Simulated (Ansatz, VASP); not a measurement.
One calculation of SnGe2, two programs

```
CELL_PARAMETERS angstrom
3.19545 -2.62838 0.05013
3.19545 2.62838 0.05013
-1.11549 0.00000 3.97249
ATOMIC_POSITIONS crystal
Sn 0.00000 0.00000 0.00000
Ge 0.65633 0.65633 0.34223
Ge 0.34367 0.34367 0.65777
```

Alike in both runs: functional PBE; k mesh 10 × 10 × 10; occupations gaussian, width 0.1 eV; no spin polarisation.

Ansatz relaxed the structure, and its values are those at the end. VASP's run is a single point on that final structure, the one shown.

|  | VASP | Ansatz |
| --- | --- | --- |
| version | VASP 6.6.1 | Ansatz 0.2.0 |
| potentials or method | VASP PAW PBE potentials, release 64 (Sn_d, Ge_d), cutoff 520 eV | scalar-relativistic, plane waves, PAW |
| valence electrons in the cell | 42 | 42 |

```tsv
	VASP	Ansatz	Ansatz less VASP
gap on the k mesh at the Fermi level (eV)	none	none	-
pressure (GPa)	0.0	0.0	+0.02
```

A gap of «none» marks a metal or a gap that the smearing closes.
